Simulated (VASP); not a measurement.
**NaF (Villiaumite): elastic constants with PBE**

NaF (Villiaumite):

```
CELL_PARAMETERS angstrom
0.00000 2.35050 2.35050
2.35050 0.00000 2.35050
2.35050 2.35050 0.00000
ATOMIC_POSITIONS crystal
Na 0.00000 0.00000 0.00000
F 0.50000 0.50000 0.50000
```

```yaml
Program: VASP 6.6.1
Task: elastic constants
Functional: PBE
Potentials_or_basis: VASP PAW PBE potentials, release 64 (Na_pv, F)
Cutoff: 600 eV
k_mesh: 8 × 8 × 8
Occupations: gaussian, width 0.01 eV
Spin: no spin polarisation
Dipole_correction: no
Ions_in_elastic_constants: relaxed
Further_INCAR_settings: ALGO = Normal; EDIFF = 1e-08; IBRION = 6; POTIM = 0.015; NSW = 1; ISIF = 3
```

The elastic constants C11, C12, C44 are 91, 21, 26 GPa. The voigt bulk modulus is 44 GPa and the highest phonon frequency at Γ, LO-TO splitting left out is 227 cm⁻¹.

Phonon frequencies in cm⁻¹ (negative: imaginary):
| q point | frequencies |
| --- | --- |
| (0.000, 0.000, 0.000) | -1 -1 -1 227 227 227 |

Elastic tensor in Voigt notation (GPa, in the Cartesian axes of the cell as first typed):
```
91 21 21  0  0  0
21 91 21  0  0  0
21 21 91  0  0  0
 0  0  0 26  0  0
 0  0  0  0 26  0
 0  0  0  0  0 26
```

Clamped-ion elastic tensor (GPa):
```
91 21 21  0  0  0
21 91 21  0  0  0
21 21 91  0  0  0
 0  0  0 26  0  0
 0  0  0  0 26  0
 0  0  0  0  0 26
```

It took 6.7 min on 1 thread of Intel(R) Xeon(R) Platinum 8259CL CPU @ 2.50GHz (Skylake/Cascade Lake), with other jobs on the host, peak memory 0.22 GiB.
